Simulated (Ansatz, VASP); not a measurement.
## One calculation of Ir, two programs

INCAR

```
SYSTEM = Ir
ALGO = Normal
EDIFF = 1E-7
ENCUT = 520
GGA = CA
ISIF = 2
ISMEAR = 0
LASPH = .True.
LCHARG = .False.
LREAL = .False.
LWAVE = .False.
NBANDS = 10
NELM = 80
PREC = Accurate
SIGMA = 0.15
```

KPOINTS

```
k-points
0
Gamma
  22 22 22
  0 0 0
```

POSCAR

```
Ir
1.0
    0.0000000000      1.8402976836      1.9880735875
    1.8402976836      0.0000000000      1.9880735875
    1.8402976836      1.8402976836      0.0000000000
Ir
1
Direct
    0.0000000000      0.0000000000      0.0000000000
```

Input for Ansatz:

```yaml
crystal:
  lattice:
    - [0.0, 1.8402976836, 1.9880735875]
    - [1.8402976836, 0.0, 1.9880735875]
    - [1.8402976836, 1.8402976836, 0.0]
  atoms:
    - { symbol: Ir, position: [0.0, 0.0, 0.0] }
basis:
  ecutwfc: 420
kpoints:
  mp_grid: { grid: [22, 22, 22] }
hamiltonian:
  xc: lda
  pseudopotentials: { kind: paw, azcp: { folder: soft_1 } }
scf:
  occupations: { method: gaussian, width: 0.15 }
output:
  forces: true
  stress: true
  eigenvalues: true
```

Alike in both runs: task single point; functional LDA; k mesh 22 × 22 × 22; occupations gaussian, width 0.15 eV; no spin polarisation.

```csv
,VASP,Ansatz
version,VASP 6.6.1,Ansatz 0.2.0
potentials or method,"VASP PAW LDA potentials, release 64 (Ir), cutoff 520 eV","scalar-relativistic, plane waves, PAW"
valence electrons in the cell,9,17
```

Ansatz gave:

| Property | Result |
| --- | --- |
| gap on the k mesh at the Fermi level (eV) | none |
| pressure (GPa) | 13.6 |
| traceless stress, the component that is largest in VASP (GPa) | -22.51 |

Question: Estimate VASP's values.

Answer: gap on the k mesh at the Fermi level (eV): none; pressure (GPa): 16.5; traceless stress, the component that is largest in VASP (GPa): -22.46.

Ansatz warns that its potentials were made for another functional, while VASP's fit it. LDA's correlation is that of Perdew and Zunger in VASP and of Perdew and Wang (1992) in Ansatz. A gap of «none» marks a metal or a gap that the smearing closes. VASP's potentials hold 9 valence electrons a cell and Ansatz's 17, so a difference there can come from the potentials and not from the codes.

Neither program's run includes spin-orbit coupling.
